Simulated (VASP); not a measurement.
A run of VASP 6.6.1 is set up as follows.

INCAR

```
SYSTEM = Na2H5
PREC = Accurate
ENCUT = 600
EDIFF = 1E-7
ISMEAR = 0
SIGMA = 0.1
LREAL = .False.
LASPH = .True.
NELM = 60
ALGO = Fast
ISIF = 3
LWAVE = .False.
LCHARG = .False.
GGA = PE
IBRION = 2
NSW = 100
EDIFFG = -0.01
```

KPOINTS

```
regular mesh
0
Gamma
  10 10 10
  0 0 0
```

File POSCAR:

```
Na2H5
1.0
   -2.7613858345      2.7613858345      3.3749034311
    2.7613858345     -2.7613858345      3.3749034311
    2.7613858345      2.7613858345     -3.3749034311
Na H
2 5
Direct
    0.7500000000      0.2500000000      0.5000000000
    0.2500000000      0.7500000000      0.5000000000
    0.7747470204      0.0000000000      0.7747470204
    0.2252529796      0.0000000000      0.2252529796
    0.0000000000      0.2252529796      0.2252529796
    0.0000000000      0.7747470204      0.7747470204
    0.0000000000      0.0000000000      0.0000000000
```

Potentials or basis: VASP PAW PBE potentials, release 64 (Na_pv, H).

The run is started by

```sh
$ cat potpaw_PBE.64/Na_pv/POTCAR potpaw_PBE.64/H/POTCAR > POTCAR
$ mpirun -np 1 vasp_std > vasp.out
```

Question: Estimate the band gap on the k mesh.

Answer: Zero (an odd number of electrons rules out a gap without spin polarisation).

Question: Estimate the relaxed volume.

Answer: 14.79 Å³/atom.

Question: Estimate the space group after relaxing (to 0.1 Å).

Answer: I4/mmm (No. 139).

Question: Predict the relaxed cell.

Answer: a = 5.158 Å, b = 5.158 Å, c = 5.158 Å, α = 114.43°, β = 114.43°, γ = 99.95°.

Forces in eV/Å, atoms in the order of the input:
```
Na   0.000  0.000  0.000
Na   0.000  0.000  0.000
H    0.000  0.006  0.000
H    0.000 -0.006  0.000
H   -0.006  0.000  0.000
H    0.006  0.000  0.000
H    0.000  0.000  0.000
```

Caveat: an odd number of electrons without spin polarisation forces a metal; a magnetic or distorted state may lie lower.
